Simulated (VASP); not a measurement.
CdSe, 2 atoms in the cell. Symmetry: R3m, No. 160, trigonal system. Conventional cell: a = 4.208 Å, b = 4.208 Å, c = 10.913 Å, α = 90.00°, β = 90.00°, γ = 120.00°. Within 3.5 Å of Cd (site symmetry 3m) lie 4 Se at 2.63 to 2.64 Å. Se (site symmetry 3m) has 4 Cd at 2.63 to 2.64 Å within 3.5 Å.  This cell differs from its parent crystal: epitaxial 111 strain -3.0%.

```yaml
Program: VASP 6.6.1
Task: single point
Functional: r2SCAN
Potentials_or_basis: VASP PAW PBE potentials, release 64 (Cd, Se)
Cutoff: 520 eV
k_mesh: 8 × 8 × 8
Occupations: gaussian, width 0.01 eV
Spin: no spin polarisation
Dipole_correction: no
Further_INCAR_settings: ALGO = Normal; EDIFF = 1e-07; NBANDS = 16
```

Potentials or basis: VASP PAW PBE potentials, release 64 (Cd, Se).

Launch:

```bash
$ cat potpaw_PBE.64/Cd/POTCAR potpaw_PBE.64/Se/POTCAR > POTCAR
$ cp INCAR.step1 INCAR
$ mpirun -np 1 vasp_std > vasp.out
$ cp INCAR.step2 INCAR
$ mpirun -np 1 vasp_std > vasp.out
```

Hardware: 1 thread of Intel(R) Xeon(R) Platinum 8488C (Sapphire Rapids), on a shared host.

Problem. How long does it take, and how much memory?

Solution. Run time: 3.7 min on 1 thread of Intel(R) Xeon(R) Platinum 8488C (Sapphire Rapids), on a shared host, peak memory 0.25 GiB. Counts: k points 65.
